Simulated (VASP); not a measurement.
# Be16H (a cell with a defect) in VASP: notebook, part 2 of 2

VASP 6.6.1.

## 5. Single point, PBE

File INCAR:

```
  PREC = Accurate
  ENCUT = 520
  EDIFF = 1E-7
  ISMEAR = 0
  SIGMA = 0.1
  LREAL = Auto
  LASPH = T
  NELM = 60
  ALGO = Normal
  ISIF = 2
  LWAVE = F
  LCHARG = T
  GGA = PE
  LELF = T
  LVHAR = T
  NBANDS = 30
```

File KPOINTS:

```
Automatic mesh
0
Gamma
  4 4 3
```

File POSCAR:

```
Be16H
1.0
   -2.2900000000     -3.9663960000      0.0000000000
    3.4350000000     -1.9831980000      0.0000000000
    0.0000000000      0.0000000000      7.1768600000
Be H
16 1
Direct
    0.7498619044      0.5117929435     -0.0043910568
    0.4877716504      0.3363534438      0.2554323200
    0.7499007800      0.5000890207      0.5048904396
    0.4993044767      0.3331229262      0.7509105653
    0.4923140717     -0.0075769362     -0.0058762467
    0.2496659411      0.8275184877      0.2491068517
    0.4982203335     -0.0017573323      0.5015403672
    0.2499437749      0.8262195763      0.7459773494
    0.2499325426      0.4975829760     -0.0019367802
    0.0116614951      0.3359245484      0.2554381721
    0.2498682943      0.4986740593      0.5018881516
    0.0006041910      0.3331253558      0.7509565465
    0.0074293709     -0.0077172462     -0.0058905984
    0.7498510227      0.8295545392      0.2533964714
    0.0015362072     -0.0017845955      0.5015612677
    0.7499136551      0.8380617962      0.7469928353
    0.7495182600      0.1834389565      0.1645209744
```

On the command line:

```
$ cat potpaw_PBE.64/Be/POTCAR potpaw_PBE.64/H/POTCAR > POTCAR
$ mpirun -np 1 vasp_std > vasp.out
```

Run time: 6.6 min. Hardware: 1 thread of Intel Xeon 8259CL, shared host; peak memory 0.26 GiB.

The run converged. Its results:

| Property | Result |
| --- | --- |
| Free energy | -61.6304 eV |
| Pressure | 0.4 GPa |
| Largest force | 0.546 eV/Å |
| Band gap on the k mesh | zero (an odd number of electrons rules out a gap without spin polarisation) |

Forces in eV/Å, atoms in the order of the input:
```
Be   0.001 -0.001  0.059
Be  -0.042 -0.025  0.053
Be  -0.028  0.017  0.024
Be   0.003  0.008  0.040
Be   0.002  0.020  0.042
Be  -0.007  0.001  0.035
Be   0.004 -0.008  0.005
Be   0.000  0.001  0.013
Be   0.018 -0.007  0.029
Be   0.003  0.040  0.052
Be   0.018 -0.009  0.039
Be  -0.004 -0.003  0.038
Be  -0.015 -0.013  0.041
Be   0.016 -0.009  0.053
Be   0.010  0.002  0.005
Be   0.014 -0.007  0.020
H    0.008 -0.006 -0.546
```

Stress tensor (GPa, compression positive):
```
 0.36 -0.68  0.01
-0.68 -0.43  0.00
 0.01  0.00  1.36
```

Levels at points of the mesh, in eV from the Fermi level:
| k point | band 13 | band 14 | band 15 | band 16 | band 17 | band 18 | band 19 | band 20 |
| --- | --- | --- | --- | --- | --- | --- | --- | --- |
| (0.00, 0.00, 0.00) | -4.20 | -3.79 | -0.58 | 0.04 | 0.23 | 0.48 | 0.69 | 0.96 |
| (0.50, 0.00, 0.00) | -2.69 | -2.58 | -2.52 | -2.44 | -0.77 | 0.10 | 0.28 | 0.29 |
| (0.00, 0.50, 0.00) | -3.80 | -3.79 | -2.86 | -2.72 | -0.09 | 0.53 | 0.59 | 0.64 |
| (0.50, 0.50, 0.00) | -1.62 | -1.08 | -1.03 | -0.99 | 0.15 | 0.29 | 0.43 | 0.53 |

Caveat: the k points lie up to 0.40 Å⁻¹ apart, too coarse for converged energies and pressures of a metal.

## 6. Single point, PBE

File INCAR:

```
SYSTEM = Be16H
PREC = Accurate
ENCUT = 520
EDIFF = 1E-7
ISMEAR = 0
SIGMA = 0.1
LREAL = Auto
LASPH = .True.
NELM = 60
ALGO = Normal
ISIF = 2
LWAVE = .False.
LCHARG = .False.
GGA = PE
NBANDS = 30
```

File KPOINTS:

```
Automatic mesh
0
Gamma
  4 4 3
  0 0 0
```

File POSCAR:

```
Be16H
1.0
   -2.2900000000     -3.9663960000      0.0000000000
    3.4350000000     -1.9831980000      0.0000000000
    0.0000000000      0.0000000000      7.1768600000
Be H
16 1
Direct
    0.7503125249      0.5030205770     -0.0052723615
    0.4868346101      0.3391275858      0.2455072274
    0.7503124628      0.5127075807      0.5059017453
    0.5001182507      0.3342858207      0.7494844542
    0.4984184360     -0.0015318142     -0.0029237020
    0.2502397351      0.8285915555      0.2508486998
    0.4945789699     -0.0056585615      0.5059868801
    0.2503109450      0.8268960885      0.7535365048
    0.2502870567      0.4976015604     -0.0012012217
    0.0137054978      0.3387314672      0.2455573886
    0.2502800105      0.4966757567      0.5019416569
    0.0004577218      0.3342795293      0.7495054940
    0.0022053997     -0.0015512765     -0.0029163172
    0.7504296355      0.8248479957      0.2466634433
    0.0061125867     -0.0057089305      0.5060247796
    0.7502865675      0.8378882793      0.7522638034
    0.7499656249      0.1757567048      0.3125499174
```

Potentials or basis: VASP PAW PBE potentials, release 64 (Be, H).

On the command line:

```
$ cat potpaw_PBE.64/Be/POTCAR potpaw_PBE.64/H/POTCAR > POTCAR
$ mpirun -np 1 vasp_std > vasp.out
```

Run time: 4.7 min. Hardware: 1 thread of Intel Xeon 8259CL, shared host; peak memory 0.25 GiB.

It converged, with:

| Quantity | Value |
| --- | --- |
| Free energy | -61.5173 eV |
| Pressure | 0.9 GPa |
| Largest force | 0.710 eV/Å |
| Band gap on the k mesh | zero (an odd number of electrons rules out a gap without spin polarisation) |

Forces in eV/Å, atoms in the order of the input:
```
Be  -0.041  0.024 -0.021
Be  -0.040  0.003 -0.105
Be   0.005 -0.003 -0.067
Be   0.002  0.008 -0.048
Be   0.005 -0.011 -0.006
Be  -0.001  0.000 -0.031
Be  -0.003  0.041 -0.040
Be  -0.001  0.000 -0.009
Be   0.017 -0.009 -0.049
Be  -0.019  0.033 -0.105
Be   0.013 -0.007 -0.041
Be  -0.007 -0.006 -0.048
Be   0.012  0.001 -0.006
Be   0.020 -0.009 -0.082
Be  -0.036 -0.018 -0.040
Be   0.009 -0.006 -0.010
H    0.065 -0.041  0.705
```

Stress tensor (GPa, compression positive):
```
 0.37 -0.54  0.02
-0.54 -0.27 -0.02
 0.02 -0.02  2.62
```

Levels at points of the mesh, in eV from the Fermi level:
```
           k point  band 14  band 15  band 16  band 17  band 18  band 19
(0.00, 0.00, 0.00)    -3.76    -0.71     0.03     0.27     0.61     0.75
(0.50, 0.00, 0.00)    -2.52    -2.47    -2.44    -0.90     0.12     0.33
(0.00, 0.50, 0.00)    -3.75    -2.76    -2.70    -0.30     0.63     0.64
(0.50, 0.50, 0.00)    -1.08    -1.01    -0.94     0.00     0.33     0.46
```

Caveat: the k points lie up to 0.40 Å⁻¹ apart, too coarse for converged energies and pressures of a metal.

## 7. Single point, PBE

File INCAR:

```
SYSTEM = Be16H
PREC = Accurate
ENCUT = 520
EDIFF = 1E-7
ISMEAR = 0
SIGMA = 0.1
LREAL = Auto
LASPH = .TRUE.
NELM = 60
ALGO = Normal
ISIF = 2
LWAVE = .FALSE.
LCHARG = .TRUE.
GGA = PE
LELF = .TRUE.
LVHAR = .TRUE.
NBANDS = 30
```

File KPOINTS:

```
Automatic mesh
0
G
  4 4 3
  0 0 0
```

File POSCAR:

```
Be16H
1.0
   -2.2900000000     -3.9663960000      0.0000000000
    3.4350000000     -1.9831980000      0.0000000000
    0.0000000000      0.0000000000      7.1768600000
Be H
16 1
Direct
    0.7500186657      0.5125277276     -0.0058396012
    0.4865058243      0.3392915102      0.2546545425
    0.7499634002      0.5027421212      0.5052244296
    0.4997030899      0.3341222928      0.7505059316
    0.4942740191     -0.0057762726     -0.0058650998
    0.2497375084      0.8284413083      0.2491308177
    0.4980754413     -0.0016722677      0.5028764669
    0.2499755358      0.8267339089      0.7464033017
    0.2499007201      0.4966351234     -0.0020132760
    0.0133008037      0.3382555576      0.2544511109
    0.2498867111      0.4975500927      0.5011530112
    0.0001459571      0.3341028360      0.7504181494
    0.0058463281     -0.0058596532     -0.0059983057
    0.7502567441      0.8245458352      0.2534959578
    0.0018717602     -0.0016948091      0.5028205928
    0.7499254129      0.8378149041      0.7477161321
    0.7489900891      0.1753383709      0.1866601829
```

On the command line:

```
$ cat potpaw_PBE.64/Be/POTCAR potpaw_PBE.64/H/POTCAR > POTCAR
$ mpirun -np 1 vasp_std > vasp.out
```

It took 4 min on 1 thread of Intel Xeon Platinum 8488C (Sapphire Rapids), shared host; peak memory 0.25 GiB.

The run converged. Its results:

* Free energy: -61.5214 eV
* Pressure: 0.9 GPa
* Largest force: 0.709 eV/Å
* Band gap on the k mesh: zero (an odd number of electrons rules out a gap without spin polarisation)

Forces on the atoms (eV/Å):
```
Be   0.006 -0.003  0.066
Be  -0.044  0.003  0.099
Be  -0.042  0.024  0.024
Be   0.001  0.007  0.050
Be  -0.003  0.042  0.038
Be  -0.002 -0.001  0.032
Be   0.005 -0.010  0.007
Be   0.000  0.000  0.010
Be   0.012 -0.008  0.044
Be  -0.017  0.041  0.098
Be   0.018 -0.010  0.051
Be  -0.006 -0.006  0.050
Be  -0.036 -0.018  0.039
Be   0.025 -0.009  0.076
Be   0.011  0.001  0.009
Be   0.008 -0.005  0.011
H    0.062 -0.048 -0.705
```

Stress tensor (GPa, compression positive):
```
 0.38 -0.55 -0.03
-0.55 -0.28  0.02
-0.03  0.02  2.56
```

Levels at points of the mesh, in eV from the Fermi level:
| k point | band 12 | band 13 | band 14 | band 15 | band 16 | band 17 | band 18 | band 19 | band 20 | band 21 |
| --- | --- | --- | --- | --- | --- | --- | --- | --- | --- | --- |
| (0.00, 0.00, 0.00) | -4.29 | -4.16 | -3.76 | -0.70 | 0.03 | 0.27 | 0.61 | 0.75 | 0.97 | 1.01 |
| (0.50, 0.00, 0.00) | -2.69 | -2.65 | -2.53 | -2.48 | -2.44 | -0.90 | 0.12 | 0.33 | 0.39 | 0.45 |
| (0.00, 0.50, 0.00) | -4.12 | -3.78 | -3.75 | -2.77 | -2.70 | -0.30 | 0.62 | 0.64 | 0.69 | 0.83 |
| (0.50, 0.50, 0.00) | -6.53 | -1.43 | -1.08 | -1.01 | -0.94 | 0.01 | 0.33 | 0.46 | 0.55 | 3.50 |

Caveat: the k points lie up to 0.40 Å⁻¹ apart, too coarse for converged energies and pressures of a metal.

## 8. Overview

```csv
cell,gap on the mesh (eV),pressure (GPa),largest force (eV/Å)
"as given, atomic positions A",none,0.5,0.56
"as given, atomic positions B",none,1.3,0.62
"as given, atomic positions C",none,1.3,0.63
"as given, atomic positions D",none,0.4,0.55
"as given, atomic positions E",none,0.9,0.71
"as given, atomic positions F",none,0.9,0.71
```

Alike in all rows: task single point; level PBE; potentials or basis VASP PAW PBE potentials, release 64 (Be, H); no spin polarisation; k mesh 4 × 4 × 3; cutoff (eV) 520; smearing gaussian 0.1 eV.

Caveats: all runs use coarse meshes.

Absolute energies hang on the potentials; compare differences alone.
